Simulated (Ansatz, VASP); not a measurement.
## PbS in VASP and in Ansatz

The input INCAR:

```
PREC     = Accurate       # precision mode
ENCUT    = 520            # plane-wave cutoff, eV
EDIFF    = 1E-8           # SCF threshold, eV
ISMEAR   = -1             # smearing method
SIGMA    = 0.01           # smearing width, eV
LREAL    = False          # projectors in reciprocal space
LASPH    = True           # aspherical terms in the spheres
NELM     = 100            # most SCF steps
ALGO     = Normal         # electronic algorithm
ISIF     = 2              # what is computed and relaxed
LWAVE    = False          # write WAVECAR
LCHARG   = False          # write CHGCAR
LEFG     = True         
NBANDS   = 17             # bands
```

KPOINTS

```
regular mesh
0
Gamma
  7 7 7
```

File POSCAR:

```
PbS
1.0
    0.0000000000      2.9550835380      2.9550835380
    2.9550835380      0.0000000000      2.9550835380
    2.9550835380      2.9550835380      0.0000000000
Pb S
1 1
Direct
    0.0000000000      0.0000000000      0.0000000000
    0.5000000000      0.5000000000      0.5000000000
```

Input for Ansatz:

```yaml
crystal:
  lattice:
    - [0.0, 2.955083538, 2.955083538]
    - [2.955083538, 0.0, 2.955083538]
    - [2.955083538, 2.955083538, 0.0]
  atoms:
    - { symbol: Pb, position: [0.0, 0.0, 0.0] }
    - { symbol: S, position: [0.5, 0.5, 0.5] }
kpoints:
  mp_grid: { grid: [7, 7, 7] }
scf:
  occupations: { method: fermi_dirac, width: 0.01 }
hamiltonian:
  xc: lda
  pseudopotentials: { kind: all_electron, datasets: crystal }
output:
  forces: true
  stress: true
  eigenvalues: true
  efg: { contact_densities: true }
```

Change from the starting cell: volume scaled by 0.99, crystal datasets.

Alike in both runs: task electric field gradients; functional LDA; k mesh 7 × 7 × 7; occupations fermi-dirac, width 0.01 eV; no spin polarisation.

```csv
,VASP,Ansatz
version,VASP 6.6.1,Ansatz 0.2.0
potentials or method,"VASP PAW LDA potentials, release 64 (Pb_d, S), cutoff 520 eV","all-electron PAW with datasets made for the crystal, scalar-relativistic"
```

```csv
,VASP,Ansatz,Ansatz less VASP
pressure (GPa),-2.0,-2.1,-0.04
```

LDA's correlation is that of Perdew and Zunger in VASP and of Perdew and Wang (1992) in Ansatz. Ansatz ran all-electron here, and VASP with PAW potentials.

Neither program's run includes spin-orbit coupling.
